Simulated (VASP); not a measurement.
# TiAl3 (Pmm2) in VASP: further runs

Runs on TiAl3. Level: LDA. Tasks: single point.

Program: VASP 6.6.1. These are calculated values, not measurements. Logs are shortened: lines on timing, memory, paths and dates and some standing lists are left out, and cuts for length are marked.

### Step 1. The cell of the first run

The structure is orthorhombic, space group Pmm2 (No. 25). The conventional cell has a = 2.801 Å, b = 4.618 Å, c = 4.835 Å, α = 90.00°, β = 90.00°, γ = 90.00°. Ti (site symmetry mm2) has 10 Al at 2.79 to 2.82 Å and 2 Ti at 2.80 Å within 3.7 Å. Within 3.7 Å of Al (site symmetry mm2) lie 10 Al at 2.77 to 2.82 Å and 2 Ti at 2.81 Å. Within 3.7 Å of Al (site symmetry mm2) lie 8 Al at 2.77 to 2.82 Å and 4 Ti at 2.82 Å. Within 3.7 Å of Al (site symmetry mm2) lie 4 Ti at 2.79 to 2.80 Å and 8 Al at 2.80 to 2.82 Å.

### Step 2. Single point, LDA

INCAR reads:

```
SYSTEM = TiAl3
ALGO = Fast ; EDIFF = 1E-6
ENCUT = 520 ; ISIF = 2
ISMEAR = -1 ; LASPH = .TRUE.
LCHARG = .TRUE. ; LELF = .TRUE.
LREAL = .FALSE. ; LVHAR = .TRUE.
LWAVE = .FALSE. ; NBANDS = 18
NELM = 60 ; PREC = Accurate
SIGMA = 0.05
```

KPOINTS reads:

```
k-points
0
G
  9 6 6
  0 0 0
```

POSCAR reads:

```
TiAl3
1.0
    2.8012982818      0.0000000000      0.0000000000
    0.0000000000      4.6179959200      0.0000000000
    0.0000000000      0.0000000000      4.8345076374
Ti Al
1 3
Direct
    0.0000000000      0.5000000000      0.1659160000
    0.0000000000      0.0000000000      0.8359000000
    0.5000000000      0.0000000000      0.3309120000
    0.5000000000      0.5000000000      0.6672710000
```

Potentials or basis: VASP PAW LDA potentials, release 64 (Ti_sv, Al).

Command:

```bash
$ cat potpaw_LDA.64/Ti_sv/POTCAR potpaw_LDA.64/Al/POTCAR > POTCAR
$ mpirun -np 1 vasp_std > vasp.out
```

OUTCAR:

```text
SYSTEM = TiAl3
   EDIFF = 1E-6
   ENCUT = 520
   ISIF = 2
   ISMEAR = -1
   LASPH = .TRUE.
   LREAL = .FALSE.
   NELM = 60
   PREC = Accurate

 ion  position               nearest neighbor table
   1  0.000  0.500  0.166-   4 2.79   4 2.79   4 2.80   4 2.80   2 2.81   2 2.81   3 2.82   3 2.82
                             3 2.82   3 2.82
   2  0.000  0.000  0.836-   3 2.77   3 2.77   1 2.81   1 2.81   3 2.81   3 2.81   4 2.82   4 2.82
                             4 2.82   4 2.82
   3  0.500  0.000  0.331-   2 2.77   2 2.77   2 2.81   2 2.81   1 2.82   1 2.82   1 2.82   1 2.82
                             4 2.82   4 2.82
   4  0.500  0.500  0.667-   1 2.79   1 2.79   1 2.80   1 2.80   2 2.82   2 2.82   2 2.82   2 2.82
                             3 2.82   3 2.82

  LATTYP: Found a simple orthorhombic cell.
 ALAT       =     2.8012982818
 B/A-ratio  =     1.6485198845
 C/A-ratio  =     1.7258096608

  Lattice vectors:

 A1 = (   2.8012982818,   0.0000000000,   0.0000000000)
 A2 = (   0.0000000000,   4.6179959200,   0.0000000000)
 A3 = (   0.0000000000,   0.0000000000,   4.8345076374)

Analysis of symmetry for initial positions (statically):
=====================================================================
 Subroutine PRICEL returns:
 Original cell was already a primitive cell.

 Routine SETGRP: Setting up the symmetry group for a
 simple orthorhombic supercell.

 Subroutine GETGRP returns: Found  4 space group operations
 (whereof  4 operations were pure point group operations)
 out of a pool of  8 trial point group operations.

The static configuration has the point symmetry C_2v.

Analysis of symmetry for dynamics (positions and initial velocities):
=====================================================================
 Subroutine PRICEL returns:
 Original cell was already a primitive cell.

 Routine SETGRP: Setting up the symmetry group for a
 simple orthorhombic supercell.

 Subroutine GETGRP returns: Found  4 space group operations
 (whereof  4 operations were pure point group operations)
 out of a pool of  8 trial point group operations.

The dynamic configuration has the point symmetry C_2v.

 Subroutine INISYM returns: Found  4 space group operations
 (whereof  4 operations are pure point group operations),
 and found     1 'primitive' translations

----------------------------------------------------------------------------------------

                                     Primitive cell

  volume of cell :      62.5410

  direct lattice vectors                    reciprocal lattice vectors
     2.801298282  0.000000000  0.000000000     0.356977337  0.000000000  0.000000000
     0.000000000  4.617995920  0.000000000     0.000000000  0.216544150  0.000000000
     0.000000000  0.000000000  4.834507637     0.000000000  0.000000000  0.206846296

  length of vectors
     2.801298282  4.617995920  4.834507637     0.356977337  0.216544150  0.206846296

  position of ions in fractional coordinates (direct lattice)
     0.000000000  0.500000000  0.165916000
     0.000000000  0.000000000  0.835900000
     0.500000000  0.000000000  0.330912000
     0.500000000  0.500000000  0.667271000

  ion indices of the primitive-cell ions
   primitive index   ion index
                 1           1
                 2           2
                 3           3
                 4           4

----------------------------------------------------------------------------------------

 KPOINTS: k-points

Automatic generation of k-mesh.
 Grid dimensions read from file:
 generate k-points for:    9    6    6

 Generating k-lattice:

  Cartesian coordinates                     Fractional coordinates (reciprocal lattice)
     0.039664149  0.000000000  0.000000000     0.111111111  0.000000000  0.000000000
     0.000000000  0.036090692  0.000000000     0.000000000  0.166666667  0.000000000
     0.000000000  0.000000000  0.034474383     0.000000000  0.000000000  0.166666667

  Length of vectors
     0.039664149  0.036090692  0.034474383

  Shift w.r.t. Gamma in fractional coordinates (k-lattice)
     0.000000000  0.000000000  0.000000000

 Subroutine IBZKPT returns following result:
 ===========================================

 Found     80 irreducible k-points:

 Following reciprocal coordinates:
            Coordinates               Weight
  0.000000  0.000000  0.000000      1.000000
  0.111111  0.000000  0.000000      2.000000
  0.222222  0.000000  0.000000      2.000000
  0.333333  0.000000  0.000000      2.000000
  0.444444  0.000000  0.000000      2.000000
  0.000000  0.166667  0.000000      2.000000
[... 16 lines left out ...]
  0.222222  0.000000  0.166667      4.000000
  0.333333  0.000000  0.166667      4.000000
 [... further k-points ...]
   k-points           NKPTS =     80   k-points in BZ     NKDIM =     80   number of bands    NBANDS=     18
   number of dos      NEDOS =    301   number of ions     NIONS =      4
   total plane-waves  NPLWV =  31104
   dimension x,y,z NGX =    24 NGY =   36 NGZ =   36
   dimension x,y,z NGXF=    48 NGYF=   72 NGZF=   72
   ions per type =               1   3
   NGX,Y,Z   is equivalent  to a cutoff of  14.24, 12.96, 12.38 a.u.
   NGXF,Y,Z  is equivalent  to a cutoff of  28.49, 25.92, 24.76 a.u.
 SYSTEM =  TiAl3
   PREC   = accura    normal or accurate (medium, high low for compatibility)
   ISTART =      0    job   : 0-new  1-cont  2-samecut
   ICHARG =      2    charge: 1-file 2-atom 10-const
   ISPIN  =      1    spin polarized calculation?
   LNONCOLLINEAR =      F non collinear calculations
   LSORBIT =      F    spin-orbit coupling
   LASPH  =      T    aspherical Exc in radial PAW
   ENCUT  =  520.0 eV  38.22 Ry    6.18 a.u.   5.21  8.59  8.99*2*pi/ulx,y,z
   NELM   =     60;   NELMIN=  2; NELMDL= -5     # of ELM steps
   EDIFF  = 0.1E-05   stopping-criterion for ELM
   LREAL  =      F    real-space projection
   EDIFFG = 0.1E-04   stopping-criterion for IOM
   NSW    =      0    number of steps for IOM
   IBRION =     -1    ionic relax: 0-MD 1-quasi-New 2-CG
   NFREE  =      0    steps in history (QN), initial steepest desc. (CG)
   ISIF   =      2    stress and relaxation
   ISYM   =      2    0-nonsym 1-usesym 2-fastsym
   POTIM  = 0.5000    time-step for ionic-motion
   TEBEG  =    0.0;   TEEND  =   0.0 temperature during run
   PSTRESS=    0.0 pullay stress
   NELECT =      21.0000    total number of electrons
   NUPDOWN=      -1.0000    fix difference up-down
   EMIN   =  10.00;   EMAX   =-10.00  energy-range for DOS
   EFERMI =   0.00;   METHOD = LEGACY
   ISMEAR =    -1;   SIGMA  =   0.05  broadening in eV -4-tet -1-fermi 0-gaus
   EFERMI_NEDOS =   21; number of points for ismear=-14 and -15
   IALGO  =     68    algorithm
   IMIX   =      4    mixing-type and parameters
     AMIX     =   0.40;   BMIX     =  1.00
     AMIX_MAG =   1.60;   BMIX_MAG =  1.00
  volume/ion in A,a.u.               =      15.64       105.51
  Fermi-wavevector in a.u.,A,eV,Ry     =   1.137871  2.150264 17.616137  1.294750
  Thomas-Fermi vector in A             =   2.274575
   LORBIT       =      0    0 simple, 1 ext, 2 COOP (PROOUT), +10 PAW based schemes
   GGA     = CA    functional components
   LHFCALC =     F    Hartree Fock is set to
   AEXX    =    0.0000 exact exchange contribution
   IVDW    =     0    specifies the selected vdW correction
   LEPSILON=     F    determine dielectric tensor
   LRPA    =     F    only Hartree local field effects (RPA)
 non-spin polarized calculation
 RMM-DIIS sequential band-by-band and
  energy-cutoff  :      520.00
  volume of cell :       62.54
 maximum number of plane-waves:      1704
 NGX is ok and might be reduce to    24
   NGX = 11   NGY = 17   NGZ = 17

 number of electron      21.0000001 magnetization

 Free energy of the ion-electron system (eV)
  ---------------------------------------------------
  ext. energy  EPLUGINS =         0.00000000
  ---------------------------------------------------
  free energy    TOTEN  =       -22.13192811 eV

  energy without entropy =      -22.11045428  energy(sigma->0) =      -22.12119120

 E-fermi :   8.2433     XC(G=0): -10.9841

 val. band max:        8.2314791345   @ k =   0.2222   0.5000   0.3333
 cond. band min:       8.2574338294   @ k =   0.2222   0.3333   0.3333
 fundamental gap:      0.0259546949
 Fermi energy:         8.2433173627

 k-point     1 :       0.0000    0.0000    0.0000
  band No.  band energies     occupation
      1     -47.4528      2.00000
      2     -24.1757      2.00000
      3     -24.1736      2.00000
      4     -23.7711      2.00000
      5      -2.0619      2.00000
      6       3.0896      2.00000
[... 10 lines left out ...]
     17      14.8218      0.00000
     18      15.2850      0.00000

 k-point     2 :       0.1111    0.0000    0.0000
  band No.  band energies     occupation
      1     -47.4452      2.00000
      2     -24.1684      2.00000
      3     -24.1661      2.00000
      4     -23.8329      2.00000
      5      -1.8254      2.00000
      6       3.3010      2.00000
[... 10 lines left out ...]
     17      13.1087      0.00000
     18      14.5109      0.00000

 k-point     3 :       0.2222    0.0000    0.0000
  band No.  band energies     occupation
      1     -47.4256      2.00000
      2     -24.1499      2.00000
      3     -24.1472      2.00000
      4     -23.9876      2.00000
      5      -1.1229      2.00000
      6       3.9234      2.00000
[... 10 lines left out ...]
     17      12.9584      0.00000
     18      14.6817      0.00000

 k-point     4 :       0.3333    0.0000    0.0000
  band No.  band energies     occupation
      1     -47.4033      2.00000
      2     -24.1602      2.00000
      3     -24.1287      2.00000
      4     -24.1255      2.00000
      5       0.0272      2.00000
      6       4.9026      2.00000
[... 375 lines left out ...]
      4     -23.8329      2.00000
      5      -1.6546      2.00000
      6       2.4106      2.00000
[... 10 lines left out ...]
     17      13.2296      0.00000
     18      15.1606      0.00000

 k-point    23 :       0.2222    0.0000    0.1667
  band No.  band energies     occupation
      1     -47.4256      2.00000
      2     -24.1498      2.00000
      3     -24.1478      2.00000
      4     -23.9876      2.00000
      5      -0.9576      2.00000
      6       3.0271      2.00000
[... 10 lines left out ...]
     17      12.5086      0.00000
     18      14.2137      0.00000

 k-point    24 :       0.3333    0.0000    0.1667
  band No.  band energies     occupation
      1     -47.4033      2.00000
      2     -24.1601      2.00000
      3     -24.1286      2.00000
      4     -24.1260      2.00000
      5       0.1832      2.00000
      6       3.9956      2.00000
[... 10 lines left out ...]
     17      12.2929      0.00000
     18      13.4031      0.00000

 [... further k-points ...]
[... 5 lines left out ...]
  --------------------------------------------------------------------------------------
  -------------------------------------------------------------------------------------
  Total       -1.2842893      0.0509844     -0.0031293      0.0000000      0.0000000      0.0000000
  in kB      -32.9009384      1.3061178     -0.0801675      0.0000000      0.0000000      0.0000000
  external PRESSURE =     -10.5583294 kB  Pullay stress =       0.0000000 kB

 VOLUME and BASIS-vectors are now :
 -----------------------------------------------------------------------------
  energy-cutoff  :      520.00
  volume of cell :       62.54
      direct lattice vectors                 reciprocal lattice vectors
     2.801298282  0.000000000  0.000000000     0.356977337  0.000000000  0.000000000
     0.000000000  4.617995920  0.000000000     0.000000000  0.216544150  0.000000000
     0.000000000  0.000000000  4.834507637     0.000000000  0.000000000  0.206846296

 POSITION                                       TOTAL-FORCE (eV/Angst)
 -----------------------------------------------------------------------------------
      0.00000      2.30900      0.80212         0.000000      0.000000     -0.037972
      0.00000      0.00000      4.04116         0.000000      0.000000      0.069384
      1.40065      0.00000      1.59980         0.000000      0.000000     -0.006238
      1.40065      2.30900      3.22593         0.000000      0.000000     -0.025174
 -----------------------------------------------------------------------------------
    total drift:                                0.000000      0.000000     -0.000076

  FREE ENERGIE OF THE ION-ELECTRON SYSTEM (eV)
  ---------------------------------------------------
  free  energy   TOTEN  =       -22.1319281149 eV

  energy  without entropy=      -22.1104542841  energy(sigma->0) =      -22.12119120
```

Run time: 79 s. Hardware: 1 thread of Intel Xeon 6975P-C (Granite Rapids), shared host; peak memory 0.2 GiB.

Results:

```yaml
Free_energy: -22.1319 eV
Pressure: -1.1 GPa
Largest_force: 0.069 eV/Å
Band_gap_on_the_k_mesh: zero (an odd number of electrons rules out a gap without spin polarisation)
```

Forces on the atoms (eV/Å):
```
Ti   0.000  0.000 -0.038
Al   0.000  0.000  0.069
Al   0.000  0.000 -0.006
Al   0.000  0.000 -0.025
```

Levels at points of the mesh, in eV from the Fermi level:
| k point | band 8 | band 9 | band 10 | band 11 | band 12 | band 13 | band 14 | band 15 |
| --- | --- | --- | --- | --- | --- | --- | --- | --- |
| (0.00, 0.00, 0.00) | -3.52 | -2.62 | -0.81 | -0.39 | 2.42 | 2.50 | 2.85 | 2.93 |
| (0.00, 0.50, 0.00) | -3.12 | -1.98 | -1.45 | -0.15 | 2.33 | 2.44 | 2.78 | 3.24 |
| (0.00, 0.00, 0.50) | -2.23 | -2.10 | -0.98 | -0.29 | 2.31 | 2.36 | 2.51 | 3.36 |
| (0.00, 0.50, 0.50) | -4.80 | -0.17 | -0.03 | 0.77 | 2.34 | 2.36 | 3.80 | 5.14 |

### Step 3. Single point, LDA

This run uses another cell than the first one, of 15.96 Å³/atom.

INCAR reads:

```
PREC = Accurate
ENCUT = 520
EDIFF = 1E-6
ISMEAR = -1
SIGMA = 0.05
LREAL = False
LASPH = True
NELM = 100
ALGO = Normal
ISIF = 2
LWAVE = False
LCHARG = False
NBANDS = 18
```

KPOINTS reads:

```
regular mesh
0
Gamma
  9 6 6
```

POSCAR reads:

```
TiAl3
1.0
    2.8206181908      0.0000000000      0.0000000000
    0.0000000000      4.6498451741      0.0000000000
    0.0000000000      0.0000000000      4.8678501230
Ti Al
1 3
Direct
    0.0000000000      0.5000000000      0.1659160000
    0.0000000000      0.0000000000      0.8359000000
    0.5000000000      0.0000000000      0.3309120000
    0.5000000000      0.5000000000      0.6672710000
```

Potentials or basis: VASP PAW LDA potentials, release 64 (Ti_sv, Al).

Command:

```bash
$ cat potpaw_LDA.64/Ti_sv/POTCAR potpaw_LDA.64/Al/POTCAR > POTCAR
$ mpirun -np 1 vasp_std > vasp.out
```

Run time: 35 s. Hardware: 1 thread of Intel Xeon 6975P-C (Granite Rapids), shared host; peak memory 0.21 GiB.

It converged, with:

```
Free energy            : -22.1152 eV
Pressure               : -3.1 GPa
Largest force          : 0.077 eV/Å
Band gap on the k mesh : zero (an odd number of electrons rules out a gap without spin polarisation)
```

Forces on the atoms (eV/Å):
```
Ti   0.000  0.000 -0.047
Al   0.000  0.000  0.077
Al   0.000  0.000 -0.016
Al   0.000  0.000 -0.015
```

Stress tensor (GPa, compression positive):
```
-5.25  0.00  0.00
 0.00 -1.89  0.00
 0.00  0.00 -2.18
```

Levels at points of the mesh, in eV from the Fermi level:
```csv
k point,band 8,band 9,band 10,band 11,band 12,band 13,band 14,band 15
"(0.00, 0.00, 0.00)",-3.47,-2.61,-0.78,-0.38,2.36,2.44,2.78,2.88
"(0.00, 0.50, 0.00)",-3.10,-1.97,-1.43,-0.14,2.27,2.38,2.71,3.17
"(0.00, 0.00, 0.50)",-2.23,-2.09,-0.98,-0.28,2.25,2.31,2.45,3.31
"(0.00, 0.50, 0.50)",-4.76,-0.16,-0.03,0.76,2.28,2.30,3.76,5.05
```

Caveat: the cell stands under tension.

### Step 4. Single point, LDA

This run uses another cell than the first one, of 16.29 Å³/atom.

INCAR reads:

```
ALGO     = Fast           # electronic algorithm
EDIFF    = 1E-6           # SCF threshold, eV
ENCUT    = 520            # plane-wave cutoff, eV
ISIF     = 2              # what is computed and relaxed
ISMEAR   = -1             # smearing method
LASPH    = True           # aspherical terms in the spheres
LCHARG   = True           # write CHGCAR
LELF     = True           # ELF
LREAL    = False          # projectors in reciprocal space
LVHAR    = True         
LWAVE    = False          # write WAVECAR
NBANDS   = 18             # bands
NELM     = 100            # most SCF steps
PREC     = Accurate       # precision mode
SIGMA    = 0.05           # smearing width, eV
```

KPOINTS reads:

```
k-points
0
Gamma
  9 6 6
```

POSCAR reads:

```
TiAl3
1.0
    2.8396770000      0.0000000000      0.0000000000
    0.0000000000      4.6812640000      0.0000000000
    0.0000000000      0.0000000000      4.9007420000
Ti Al
1 3
Direct
    0.0000000000      0.5000000000      0.1659160000
    0.0000000000      0.0000000000      0.8359000000
    0.5000000000      0.0000000000      0.3309120000
    0.5000000000      0.5000000000      0.6672710000
```

Command:

```bash
$ cat potpaw_LDA.64/Ti_sv/POTCAR potpaw_LDA.64/Al/POTCAR > POTCAR
$ mpirun -np 1 vasp_std > vasp.out
```

It took 92 s on 1 thread of Intel Xeon 6975P-C (Granite Rapids), shared host; peak memory 0.21 GiB.

Results (log left out):

| Property | Result |
| --- | --- |
| Free energy | -22.0825 eV |
| Pressure | -5.0 GPa |
| Largest force | 0.084 eV/Å |
| Band gap on the k mesh | zero (an odd number of electrons rules out a gap without spin polarisation) |

Forces in eV/Å, atoms in the order of the input:
```
Ti   0.000  0.000 -0.055
Al   0.000  0.000  0.084
Al   0.000  0.000 -0.024
Al   0.000  0.000 -0.004
```

Stress tensor (GPa, compression positive):
```
-7.03  0.00  0.00
 0.00 -3.71  0.00
 0.00  0.00 -4.14
```

Levels at points of the mesh, in eV from the Fermi level:
```tsv
k point	band 9	band 10	band 11	band 12	band 13	band 14
(0.00, 0.00, 0.00)	-2.60	-0.76	-0.37	2.31	2.38	2.71
(0.00, 0.50, 0.00)	-1.96	-1.42	-0.14	2.22	2.32	2.63
(0.00, 0.00, 0.50)	-2.08	-0.98	-0.28	2.20	2.26	2.39
(0.00, 0.50, 0.50)	-0.15	-0.03	0.75	2.23	2.25	3.72
```

Caveat: the cell stands under tension.

[end of part 1 of 2]
